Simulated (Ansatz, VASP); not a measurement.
## TiAl: VASP beside Ansatz

The input INCAR:

```
PREC = Accurate
ENCUT = 520
EDIFF = 1E-6
ISMEAR = 0
SIGMA = 0.1
LREAL = False
LASPH = True
NELM = 60
ALGO = Normal
ISIF = 2
LWAVE = False
LCHARG = True
GGA = PE
LELF = True
LVHAR = True
NBANDS = 14
```

KPOINTS

```
Automatic mesh
0
Gamma
  14 14 14
```

The input POSCAR:

```
TiAl
1.0
    3.2487960911      0.0000000000      0.0000000000
    0.0000000000      3.2487960911      0.0000000000
    0.0000000000      0.0000000000      3.2487960911
Ti Al
1 1
Direct
    0.5000000000      0.5000000000      0.5000000000
    0.0000000000      0.0000000000      0.0000000000
```

Input for Ansatz:

```yaml
crystal:
  lattice:
    - [3.2487960911, 0.0, 0.0]
    - [0.0, 3.2487960911, 0.0]
    - [0.0, 0.0, 3.2487960911]
  atoms:
    - { symbol: Ti, position: [0.5, 0.5, 0.5] }
    - { symbol: Al, position: [0.0, 0.0, 0.0] }
basis:
  ecutwfc: 420
kpoints:
  mp_grid: { grid: [14, 14, 14] }
hamiltonian:
  xc: pbe
scf:
  occupations: { method: gaussian, width: 0.1 }
output:
  forces: true
  stress: true
  eigenvalues: true
```

Alike in both runs: task single point; functional PBE; k mesh 14 × 14 × 14; occupations gaussian, width 0.1 eV; no spin polarisation.

|  | VASP | Ansatz |
| --- | --- | --- |
| version | VASP 6.6.1 | Ansatz 0.2.0 |
| potentials or method | VASP PAW PBE potentials, release 64 (Ti_sv, Al), cutoff 520 eV | scalar-relativistic, plane waves, PAW |
| valence electrons in the cell | 15 | 15 |

```tsv
	VASP	Ansatz	Ansatz less VASP
gap on the k mesh at the Fermi level (eV)	none	none	-
pressure (GPa)	-5.8	-5.8	+0.03
```

A gap of «none» marks a metal or a gap that the smearing closes. The functional is the same, so the differences come from potentials, cutoffs and numerics.
